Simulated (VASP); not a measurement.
Wanted: the native input for a VASP 6.6.1 run.

```yaml
Task: single point
Functional: PBE
Potentials_or_basis: VASP PAW PBE potentials, release 64 (Au, Lu, Si)
Cutoff: 520 eV
k_mesh: 7 × 7 × 7
Occupations: fermi-dirac, width 0.1 eV
Spin: no spin polarisation
Dipole_correction: no
Further_INCAR_settings: ALGO = Normal; EDIFF = 1e-06; NBANDS = 36
```

The structure of LuSi2Au2 lies in POSCAR:

```
LuSi2Au2
1.0
    0.0000000000      4.2537940000      0.0000000000
    4.2537940000      0.0000000000      0.0000000000
    2.1268970000      2.1268970000     -4.9425040000
Au Lu Si
2 1 2
Direct
    0.7500000000      0.2500000000      0.5000000000
    0.2500000000      0.7500000000      0.5000000000
    0.0000000000      0.0000000000      0.0000000000
    0.3863995136      0.3863995136      0.2272009728
    0.6136004864      0.6136004864      0.7727990272
```

The input as run:

INCAR

```
SYSTEM = LuSi2Au2
ALGO     = Normal         ! electronic algorithm
EDIFF    = 1E-6           ! SCF threshold, eV
ENCUT    = 520            ! plane-wave cutoff, eV
GGA      = PE             ! functional
ISIF     = 2              ! what is computed and relaxed
ISMEAR   = -1             ! smearing method
LASPH    = .True.         ! aspherical terms in the spheres
LCHARG   = .False.        ! write CHGCAR
LREAL    = .False.        ! projectors in reciprocal space
LWAVE    = .False.        ! write WAVECAR
NBANDS   = 36             ! bands
NELM     = 80             ! most SCF steps
PREC     = Accurate       ! precision mode
SIGMA    = 0.1            ! smearing width, eV
```

KPOINTS

```
k-points
0
Gamma
  7 7 7
  0 0 0
```

Potentials or basis: VASP PAW PBE potentials, release 64 (Au, Lu, Si).

The run is started by

```sh
$ cat potpaw_PBE.64/Au/POTCAR potpaw_PBE.64/Lu/POTCAR potpaw_PBE.64/Si/POTCAR > POTCAR
$ mpirun -np 1 vasp_std > vasp.out
```

It gave:

```json
{
 "Pressure": "3.8 GPa",
 "Largest force": "0.009 eV/Å",
 "Band gap on the k mesh": "zero (an odd number of electrons rules out a gap without spin polarisation)"
}
```

Caveat: the cell stands under pressure; spin-orbit coupling is left out, which moves the levels of the heavy elements.

Run time: 70 s on 1 thread of Intel(R) Xeon(R) Platinum 8488C (Sapphire Rapids), with other jobs on the host, peak memory 0.29 GiB.
